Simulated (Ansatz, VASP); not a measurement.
Two plane-wave programs on BN

```
CELL_PARAMETERS angstrom
4.45590 0.00000 0.00000
0.00000 4.45590 0.00000
0.00000 0.00000 2.54919
ATOMIC_POSITIONS crystal
B 0.17428 0.82572 0.50000
B 0.32572 0.32572 0.00000
B 0.67428 0.67428 0.00000
B 0.82572 0.17428 0.50000
N 0.81261 0.81261 0.50000
N 0.31261 0.68739 0.00000
N 0.68739 0.31261 0.00000
N 0.18739 0.18739 0.50000
```

Alike in both runs: task single point; functional PBE; k mesh 6 × 6 × 10; occupations gaussian, width 0.05 eV; no spin polarisation.

|  | VASP | Ansatz |
| --- | --- | --- |
| version | VASP 6.6.1 | Ansatz 0.2.0 |
| potentials or method | VASP PAW PBE potentials, release 64 (B, N), cutoff 520 eV | scalar-relativistic, plane waves, PAW |
| valence electrons in the cell | 32 | 32 |

```tsv
	VASP	Ansatz	Ansatz less VASP
gap on the k mesh at the Fermi level (eV)	4.83	4.84	+0.011
least direct gap on the mesh (eV)	5.91	5.92	+0.012
pressure (GPa)	-4.6	-4.9	-0.30
traceless stress, the component that is largest in VASP (GPa)	3.71	3.60	-0.114
rms of the force components (eV/Å)	0.036	0.036	-0.0004
```

Atom by atom the forces differ by 0.002 eV/Å (rms over components).
